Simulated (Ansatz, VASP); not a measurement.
**InP in VASP and in Ansatz**

The input INCAR:

```
  PREC = Accurate
  ENCUT = 500
  EDIFF = 1E-6
  ISMEAR = 0
  SIGMA = 0.01
  LREAL = False
  LASPH = True
  NELM = 120
  ALGO = Normal
  ISIF = 2
  LWAVE = False
  LCHARG = True
  LELF = True
  LVHAR = True
  NBANDS = 16
  GGA_COMPAT = False
```

KPOINTS

```
regular mesh
0
Gamma
  10 10 10
```

File POSCAR:

```
InP
1.0
    0.0000000000      2.9140195915      2.9140195915
    2.9140195915      0.0000000000      2.9140195915
    2.9140195915      2.9140195915      0.0000000000
In P
1 1
Direct
    0.0000000000      0.0000000000      0.0000000000
    0.7500000000      0.7500000000      0.7500000000
```

Input for Ansatz:

```yaml
crystal:
  lattice:
    - [0.0, 2.9140195915, 2.9140195915]
    - [2.9140195915, 0.0, 2.9140195915]
    - [2.9140195915, 2.9140195915, 0.0]
  atoms:
    - { symbol: In, position: [0.0, 0.0, 0.0] }
    - { symbol: P, position: [0.75, 0.75, 0.75] }
basis:
  ecutwfc: 420
  xc_grid: 2
kpoints:
  mp_grid: { grid: [10, 10, 10] }
  band_path: { path: [VBM, CBM], npoints: 2 }
hamiltonian:
  xc: lda
scf:
  occupations: { method: gaussian, width: 0.01 }
output:
  forces: true
  stress: true
  eigenvalues: true
```

Alike in both runs: task single point; functional LDA; k mesh 10 × 10 × 10; occupations gaussian, width 0.01 eV; no spin polarisation.

|  | VASP | Ansatz |
| --- | --- | --- |
| version | VASP 6.6.1 | Ansatz 0.2.0 |
| potentials or method | VASP PAW LDA potentials, release 64 (In_d, P), cutoff 500 eV | scalar-relativistic, plane waves, PAW |
| valence electrons in the cell | 18 | 18 |

```tsv
	VASP	Ansatz	Ansatz less VASP
gap on the k mesh at the Fermi level (eV)	0.60	0.57	-0.029
least direct gap on the mesh (eV)	0.60	0.57	-0.029
pressure (GPa)	0.0	0.0	-0.02
```

LDA's correlation is that of Perdew and Zunger in VASP and of Perdew and Wang (1992) in Ansatz.
